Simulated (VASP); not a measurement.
Crystal: Sb.

```
CELL_PARAMETERS angstrom
2.18790 1.26319 3.84317
-2.18790 1.26319 3.84317
0.00000 -2.52637 3.84317
ATOMIC_POSITIONS crystal
Sb 0.23268 0.23268 0.23268
Sb 0.76732 0.76732 0.76732
```

Base run:

| Property | Result |
| --- | --- |
| Program | VASP 6.6.1 |
| Functional | PBE |
| Potentials or basis | VASP PAW PBE potentials, release 64 (Sb) |
| Cutoff | 520 eV |
| k mesh | 9 × 9 × 9 |
| Occupations | fermi-dirac, width 0.6 eV |
| Spin | no spin polarisation |

Its results: band gap on the k mesh 0.17 eV, indirect (least direct gap 0.50 eV); pressure 1.4 GPa; largest force 0.452 eV/Å.

Q: The run is repeated on the same cell with these changes: occupations from fermi-dirac, width 0.6 eV to gaussian, width 0.03 eV. What comes out?

A: Band gap on the k mesh 0.17 eV, indirect (least direct gap 0.50 eV); pressure 0.1 GPa; largest force 0.027 eV/Å.

Caveats: spin-orbit coupling is left out, which moves the levels of the heavy elements.

A k mesh can miss the band edges.
